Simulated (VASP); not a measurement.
Input of a VASP 6.6.1 run:

File INCAR:

```
SYSTEM = Pt
  ALGO = Normal
  EDIFF = 1E-7
  EDIFFG = -0.01
  ENCUT = 600
  GGA = CA
  IBRION = 2
  ISIF = 3
  ISMEAR = -1
  LASPH = .TRUE.
  LCHARG = .FALSE.
  LDAU = .TRUE.
  LDAUJ = 0
  LDAUL = 2
  LDAUPRINT = 1
  LDAUTYPE = 2
  LDAUU = 3.5
  LMAXMIX = 4
  LREAL = .FALSE.
  LWAVE = .FALSE.
  NELM = 150
  NSW = 80
  PREC = Accurate
  SIGMA = 0.15
```

The input KPOINTS:

```
k-points
0
G
  12 12 12
  0 0 0
```

File POSCAR:

```
Pt
1.0
    0.0000000000      2.1123154918      2.1123154918
    2.1123154918      0.0000000000      2.1123154918
    2.1123154918      2.1123154918      0.0000000000
Pt
1
Direct
    0.0000000000      0.0000000000      0.0000000000
```

Potentials or basis: VASP PAW LDA potentials, release 64 (Pt).

Launch:

```sh
$ cat potpaw_LDA.64/Pt/POTCAR > POTCAR
$ mpirun -np 1 vasp_std > vasp.out
```

(1) What does it give for the band gap on the k mesh?

(2) What does it give for the space group after relaxing (to 0.05 Å)?

(3) Predict the relaxed volume.

(4) Estimate the relaxed cell.

Results:

(1) zero (band 5 reaches 11.96 eV, above the bottom of band 6 at 9.24 eV).

(2) Fm-3m (No. 225).

(3) 14.19 Å³/atom.

(4) a = 2.717 Å, b = 2.717 Å, c = 2.717 Å, α = 60.00°, β = 60.00°, γ = 60.00°.

Caveat: the electronic state changed during the relaxation; the volume moved by over 15 % at a fixed basis, so the end points are rough; spin-orbit coupling is left out, which moves the levels of the heavy elements; the volume moved by -25 % from the deposited cell, more than functionals usually miss; U without spin polarisation on a metal has little footing; the U is typed as a test and isn't derived for this compound.
